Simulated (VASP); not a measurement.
# Ta (Im-3m) in VASP: notebook

The runs below take Ta through single point, with LDA.

Program: VASP 6.6.1. These are calculated values, not measurements. Logs are shortened: lines on timing, memory, paths and dates and some standing lists are left out, and cuts for length are marked.

**1. The cell of the first run**

Symmetry: Im-3m, No. 229, cubic system. Conventional cell: a = 2.932 Å, b = 2.932 Å, c = 2.932 Å, α = 90.00°, β = 90.00°, γ = 90.00°. Ta (site symmetry m-3m) has 14 Ta at 2.54 to 2.93 Å within 3.4 Å.

**2. Single point, LDA (12.60 Å³/atom)**

The input, INCAR:

```
  PREC = Accurate
  ENCUT = 520
  EDIFF = 1E-7
  ISMEAR = 0
  SIGMA = 0.05
  LREAL = False
  LASPH = True
  NELM = 60
  ALGO = Fast
  ISIF = 2
  LWAVE = False
  LCHARG = False
  GGA = CA
  NBANDS = 12
```

The input, KPOINTS:

```
Automatic mesh
0
Gamma
  22 22 22
```

The input, POSCAR:

```
Ta
1.0
   -1.4659295069      1.4659295069      1.4659295069
    1.4659295069     -1.4659295069      1.4659295069
    1.4659295069      1.4659295069     -1.4659295069
Ta
1
Direct
    0.0000000000      0.0000000000      0.0000000000
```

Potentials or basis: VASP PAW LDA potentials, release 64 (Ta_pv).

Started as:

```bash
$ cat potpaw_LDA.64/Ta_pv/POTCAR > POTCAR
$ mpirun -np 1 vasp_std > vasp.out
```

OUTCAR:

```text
PREC = Accurate
   ENCUT = 520
   EDIFF = 1E-7
   ISMEAR = 0
   LREAL = False
   LASPH = True
   NELM = 60
   ISIF = 2
   GGA = CA

 ion  position               nearest neighbor table
   1  0.000  0.000  0.000-

  LATTYP: Found a body centered cubic cell.
 ALAT       =     2.9318590138

  Lattice vectors:

 A1 = (  -1.4659295069,   1.4659295069,   1.4659295069)
 A2 = (   1.4659295069,  -1.4659295069,   1.4659295069)
 A3 = (   1.4659295069,   1.4659295069,  -1.4659295069)

Analysis of symmetry for initial positions (statically):
=====================================================================
 Subroutine PRICEL returns:
 Original cell was already a primitive cell.

 Routine SETGRP: Setting up the symmetry group for a
 body centered cubic supercell.

 Subroutine GETGRP returns: Found 48 space group operations
 (whereof 48 operations were pure point group operations)
 out of a pool of 48 trial point group operations.

The static configuration has the point symmetry O_h .

Analysis of symmetry for dynamics (positions and initial velocities):
=====================================================================
 Subroutine PRICEL returns:
 Original cell was already a primitive cell.

 Routine SETGRP: Setting up the symmetry group for a
 body centered cubic supercell.

 Subroutine GETGRP returns: Found 48 space group operations
 (whereof 48 operations were pure point group operations)
 out of a pool of 48 trial point group operations.

The dynamic configuration has the point symmetry O_h .

 Subroutine INISYM returns: Found 48 space group operations
 (whereof 48 operations are pure point group operations),
 and found     1 'primitive' translations

----------------------------------------------------------------------------------------

                                     Primitive cell

  volume of cell :      12.6008

  direct lattice vectors                    reciprocal lattice vectors
    -1.465929507  1.465929507  1.465929507     0.000000000  0.341080521  0.341080521
     1.465929507 -1.465929507  1.465929507     0.341080521  0.000000000  0.341080521
     1.465929507  1.465929507 -1.465929507     0.341080521  0.341080521  0.000000000

  length of vectors
     2.539064386  2.539064386  2.539064386     0.482360699  0.482360699  0.482360699

  position of ions in fractional coordinates (direct lattice)
     0.000000000  0.000000000  0.000000000

  ion indices of the primitive-cell ions
   primitive index   ion index
                 1           1

----------------------------------------------------------------------------------------

 KPOINTS: Automatic mesh

Automatic generation of k-mesh.
 Grid dimensions read from file:
 generate k-points for:   22   22   22

 Generating k-lattice:

  Cartesian coordinates                     Fractional coordinates (reciprocal lattice)
     0.000000000  0.015503660  0.015503660     0.045454545  0.000000000  0.000000000
     0.015503660  0.000000000  0.015503660     0.000000000  0.045454545  0.000000000
     0.015503660  0.015503660  0.000000000     0.000000000  0.000000000  0.045454545

  Length of vectors
     0.021925486  0.021925486  0.021925486

  Shift w.r.t. Gamma in fractional coordinates (k-lattice)
     0.000000000  0.000000000  0.000000000

 Subroutine IBZKPT returns following result:
 ===========================================

 Found    328 irreducible k-points:

 Following reciprocal coordinates:
            Coordinates               Weight
  0.000000  0.000000  0.000000      1.000000
  0.045455  0.000000  0.000000     12.000000
  0.090909  0.000000  0.000000     12.000000
  0.136364  0.000000  0.000000     12.000000
  0.181818  0.000000  0.000000     12.000000
  0.227273  0.000000  0.000000     12.000000
[... 16 lines left out ...]
  0.090909  0.090909  0.000000     24.000000
  0.136364  0.090909 -0.000000     48.000000
 [... further k-points ...]
   k-points           NKPTS =    328   k-points in BZ     NKDIM =    328   number of bands    NBANDS=     12
   number of dos      NEDOS =    301   number of ions     NIONS =      1
   total plane-waves  NPLWV =   8000
   dimension x,y,z NGX =    20 NGY =   20 NGZ =   20
   dimension x,y,z NGXF=    40 NGYF=   40 NGZF=   40
   ions per type =               1
   NGX,Y,Z   is equivalent  to a cutoff of  13.10, 13.10, 13.10 a.u.
   NGXF,Y,Z  is equivalent  to a cutoff of  26.19, 26.19, 26.19 a.u.
 SYSTEM =  unknown system
   PREC   = accura    normal or accurate (medium, high low for compatibility)
   ISTART =      0    job   : 0-new  1-cont  2-samecut
   ICHARG =      2    charge: 1-file 2-atom 10-const
   ISPIN  =      1    spin polarized calculation?
   LNONCOLLINEAR =      F non collinear calculations
   LSORBIT =      F    spin-orbit coupling
   LASPH  =      T    aspherical Exc in radial PAW
   ENCUT  =  520.0 eV  38.22 Ry    6.18 a.u.   4.72  4.72  4.72*2*pi/ulx,y,z
   NELM   =     60;   NELMIN=  2; NELMDL= -5     # of ELM steps
   EDIFF  = 0.1E-06   stopping-criterion for ELM
   LREAL  =      F    real-space projection
   EDIFFG = 0.1E-05   stopping-criterion for IOM
   NSW    =      0    number of steps for IOM
   IBRION =     -1    ionic relax: 0-MD 1-quasi-New 2-CG
   NFREE  =      0    steps in history (QN), initial steepest desc. (CG)
   ISIF   =      2    stress and relaxation
   ISYM   =      2    0-nonsym 1-usesym 2-fastsym
   POTIM  = 0.5000    time-step for ionic-motion
   TEBEG  =    0.0;   TEEND  =   0.0 temperature during run
   PSTRESS=    0.0 pullay stress
   NELECT =      11.0000    total number of electrons
   NUPDOWN=      -1.0000    fix difference up-down
   EMIN   =  10.00;   EMAX   =-10.00  energy-range for DOS
   EFERMI =   0.00;   METHOD = LEGACY
   ISMEAR =     0;   SIGMA  =   0.05  broadening in eV -4-tet -1-fermi 0-gaus
   EFERMI_NEDOS =   21; number of points for ismear=-14 and -15
   IALGO  =     68    algorithm
   IMIX   =      4    mixing-type and parameters
     AMIX     =   0.40;   BMIX     =  1.00
     AMIX_MAG =   1.60;   BMIX_MAG =  1.00
  volume/ion in A,a.u.               =      12.60        85.03
  Fermi-wavevector in a.u.,A,eV,Ry     =   1.564610  2.956683 33.307103  2.448003
  Thomas-Fermi vector in A             =   2.667208
   LORBIT       =      0    0 simple, 1 ext, 2 COOP (PROOUT), +10 PAW based schemes
   GGA     = CA    functional components
   LHFCALC =     F    Hartree Fock is set to
   AEXX    =    0.0000 exact exchange contribution
   IVDW    =     0    specifies the selected vdW correction
   LEPSILON=     F    determine dielectric tensor
   LRPA    =     F    only Hartree local field effects (RPA)
 non-spin polarized calculation
 RMM-DIIS sequential band-by-band and
 Gauss-broadening in eV      SIGMA  =   0.05
  energy-cutoff  :      520.00
  volume of cell :       12.60
 maximum number of plane-waves:       370
   NGX =  9   NGY =  9   NGZ =  9

 number of electron      10.9999998 magnetization

 Free energy of the ion-electron system (eV)
  ---------------------------------------------------
  ext. energy  EPLUGINS =         0.00000000
  ---------------------------------------------------
  free energy    TOTEN  =       -11.41168193 eV

  energy without entropy =      -11.41040465  energy(sigma->0) =      -11.41104329

 E-fermi :   8.9194     XC(G=0): -14.7147

 val. band max:        8.9191606463   @ k =   0.2727   0.2273   0.0455
 cond. band min:       8.9204515472   @ k =   0.0909   0.0455  -0.0000
 fundamental gap:      0.0012909009
 Fermi energy:         8.9193828476

 k-point     1 :       0.0000    0.0000    0.0000
  band No.  band energies     occupation
      1     -22.6561      2.00000
      2     -22.6561      2.00000
      3     -22.6561      2.00000
      4      -0.0979      2.00000
      5       9.2472      0.00000
      6       9.2472      0.00000
      7       9.2472      0.00000
      8      13.9352      0.00000
      9      13.9352      0.00000
     10      23.5578      0.00000
     11      25.5590      0.00000
     12      25.5590      0.00000

 k-point     2 :       0.0455    0.0000    0.0000
  band No.  band energies     occupation
      1     -22.7428      2.00000
      2     -22.6799      2.00000
      3     -22.6573      2.00000
      4       0.0565      2.00000
      5       9.1460      0.00000
      6       9.2245      0.00000
      7       9.3936      0.00000
      8      13.7427      0.00000
      9      13.9293      0.00000
     10      23.5577      0.00000
     11      25.7059      0.00000
     12      25.7991      0.00000

 k-point     3 :       0.0909    0.0000    0.0000
  band No.  band energies     occupation
      1     -22.9906      2.00000
      2     -22.7488      2.00000
      3     -22.6609      2.00000
      4       0.4978      2.00000
      5       8.8624      1.89279
      6       9.1336      0.00000
      7       9.8291      0.00000
      8      13.3167      0.00000
      9      13.9202      0.00000
     10      23.5573      0.00000
     11      26.1181      0.00000
     12      26.4986      0.00000
[... 286 lines left out ...]
 k-point    23 :       0.0909    0.0909    0.0000
  band No.  band energies     occupation
      1     -23.5654      2.00000
      2     -22.8573      2.00000
      3     -22.7385      2.00000
      4       1.5379      2.00000
      5       8.3897      2.00000
      6       8.5546      2.00000
      7      11.0872      0.00000
      8      12.5987      0.00000
      9      14.1860      0.00000
     10      23.5568      0.00000
     11      26.8024      0.00000
     12      28.6146      0.00000

 k-point    24 :       0.1364    0.0909   -0.0000
  band No.  band energies     occupation
      1     -23.9784      2.00000
      2     -22.9885      2.00000
      3     -22.7658      2.00000
      4       2.2846      2.00000
      5       7.9628      2.00000
      6       8.2267      2.00000
      7      12.1137      0.00000
      8      12.4321      0.00000
      9      14.4167      0.00000
     10      23.5562      0.00000
     11      27.4568      0.00000
     12      29.5037      0.00000

 [... further k-points ...]
[... 5 lines left out ...]
  --------------------------------------------------------------------------------------
  -------------------------------------------------------------------------------------
  Total        9.7370274      9.7370274      9.7370274      0.0000000      0.0000000     -0.0000000
  in kB     1238.0486886   1238.0486886   1238.0486886      0.0000000      0.0000000     -0.0000000
  external PRESSURE =    1238.0486886 kB  Pullay stress =       0.0000000 kB

 VOLUME and BASIS-vectors are now :
 -----------------------------------------------------------------------------
  energy-cutoff  :      520.00
  volume of cell :       12.60
      direct lattice vectors                 reciprocal lattice vectors
    -1.465929507  1.465929507  1.465929507     0.000000000  0.341080521  0.341080521
     1.465929507 -1.465929507  1.465929507     0.341080521  0.000000000  0.341080521
     1.465929507  1.465929507 -1.465929507     0.341080521  0.341080521  0.000000000

 POSITION                                       TOTAL-FORCE (eV/Angst)
 -----------------------------------------------------------------------------------
      0.00000      0.00000      0.00000         0.000000      0.000000     -0.000000
 -----------------------------------------------------------------------------------
    total drift:                                0.000000      0.000000      0.000000

  FREE ENERGIE OF THE ION-ELECTRON SYSTEM (eV)
  ---------------------------------------------------
  free  energy   TOTEN  =       -11.4116819266 eV

  energy  without entropy=      -11.4104046468  energy(sigma->0) =      -11.41104329
```

Wall time 27 s (1 thread of Intel Xeon Platinum 8559C (Emerald Rapids), shared host); peak memory 0.16 GiB.

What came out:

```
Free energy            : -11.4117 eV
Pressure               : 123.8 GPa
Band gap on the k mesh : zero (an odd number of electrons rules out a gap without spin polarisation)
```

Levels at points of the mesh, in eV from the Fermi level:
| k point | band 1 | band 2 | band 3 | band 4 | band 5 | band 6 | band 7 | band 8 | band 9 | band 10 |
| --- | --- | --- | --- | --- | --- | --- | --- | --- | --- | --- |
| (0.00, 0.00, 0.00) | -31.58 | -31.58 | -31.58 | -9.02 | 0.33 | 0.33 | 0.33 | 5.02 | 5.02 | 14.64 |
| (0.50, 0.00, 0.00) | -35.08 | -32.65 | -31.64 | -6.45 | -3.19 | 4.26 | 5.33 | 6.79 | 11.76 | 13.64 |
| (0.50, 0.50, 0.50) | -33.91 | -33.91 | -33.91 | -6.70 | -6.70 | 10.01 | 10.01 | 10.01 | 12.81 | 12.81 |

Caveat: the cell stands under pressure; spin-orbit coupling is left out, which moves the levels of the heavy elements.

(Continued in part 2 of 3.)
